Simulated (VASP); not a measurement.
Input of a VASP 6.6.1 run:

Contents of INCAR:

```
SYSTEM = SrO
PREC     = Accurate       ! precision mode
ENCUT    = 600            ! plane-wave cutoff, eV
EDIFF    = 1E-6           ! SCF threshold, eV
ISMEAR   = -1             ! smearing method
SIGMA    = 0.02           ! smearing width, eV
LREAL    = .False.        ! projectors in reciprocal space
LASPH    = .True.         ! aspherical terms in the spheres
NELM     = 80             ! most SCF steps
ALGO     = Normal         ! electronic algorithm
ISIF     = 3              ! what is computed and relaxed
LWAVE    = .False.        ! write WAVECAR
LCHARG   = .False.        ! write CHGCAR
GGA      = PS             ! functional
IBRION   = 2              ! ionic algorithm
NSW      = 80             ! ionic steps
EDIFFG   = -0.005         ! ionic threshold
```

File KPOINTS:

```
Automatic mesh
0
Gamma
  8 8 8
  0 0 0
```

The input POSCAR:

```
SrO
1.0
    3.1335790780      0.0000000000      0.0000000000
    0.0000000000      3.1335790780      0.0000000000
    0.0000000000      0.0000000000      3.1335790780
Sr O
1 1
Direct
    0.0000000000      0.0000000000      0.0000000000
    0.5000000000      0.5000000000      0.5000000000
```

Potentials or basis: VASP PAW PBE potentials, release 64 (Sr_sv, O).

Run with:

```console
$ cat potpaw_PBE.64/Sr_sv/POTCAR potpaw_PBE.64/O/POTCAR > POTCAR
$ mpirun -np 1 vasp_std > vasp.out
```

Problem. Predict the relaxed cell.

Solution. a = 3.088 Å, b = 3.088 Å, c = 3.088 Å, α = 90.00°, β = 90.00°, γ = 90.00°.

Problem. Predict the band gap on the k mesh.

Solution. 2.66 eV, indirect (least direct gap 2.71 eV).

The path:
```tsv
step	energy change (eV)	largest force (eV/Å)	pressure (GPa)	volume (Å³)
1	0.0000	0.0000	-3.99	30.77
2	-0.0160	0.0000	1.21	29.10
3	-0.0173	0.0000	0.00	29.44
```

Caveat: the PAW data sets were made with another functional, which shifts forces and pressure a little. A hybrid or GW would open this gap; PBEsol tends to underestimate it.
